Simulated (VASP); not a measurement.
A run of VASP 6.6.1:

Contents of INCAR:

```
SYSTEM = Si4NiPt3
ALGO = Normal ; EDIFF = 1E-7
EDIFFG = -0.04 ; ENCUT = 600
GGA = PE ; GGA_COMPAT = .False.
IBRION = 2 ; ISIF = 3
ISMEAR = 0 ; LASPH = .True.
LCHARG = .False. ; LREAL = .False.
LWAVE = .False. ; NELM = 120
NELMIN = 4 ; NSW = 90
PREC = Accurate ; SIGMA = 0.1
```

The input KPOINTS:

```
k-points
0
Gamma
  6 6 6
  0 0 0
```

File POSCAR:

```
Si4NiPt3
1.0
    3.5152688954      2.0295414430      2.7028559239
   -3.5152688954      2.0295414430      2.7028559239
    0.0000000000     -4.0590828860      2.7028559239
Si Ni Pt
4 1 3
Direct
    0.3456814730      0.6890084100      0.8139586275
    0.6890084100      0.8139586275      0.3456814730
    0.1645791118      0.1645791118      0.1645791118
    0.8139586275      0.3456814730      0.6890084100
    0.8184703137      0.8184703137      0.8184703137
    0.6873469872      0.2911834857      0.1897715910
    0.2911834857      0.1897715910      0.6873469872
    0.1897715910      0.6873469872      0.2911834857
```

Potentials or basis: VASP PAW PBE potentials, release 64 (Si, Ni, Pt).

The run is started by

```sh
$ cat potpaw_PBE.64/Si/POTCAR potpaw_PBE.64/Ni/POTCAR potpaw_PBE.64/Pt/POTCAR > POTCAR
$ mpirun -np 1 vasp_std > vasp.out
```

Hardware: 1 thread of Oxide Virtual Turin-like Processor, on a shared host.

**Question.** How long does it take, and how much memory?

**Answer.** Run time: 21 min on 1 thread of Oxide Virtual Turin-like Processor, with other jobs on the host, peak memory 0.34 GiB. Counts: scf iterations 68, k points 40, ion steps 7.
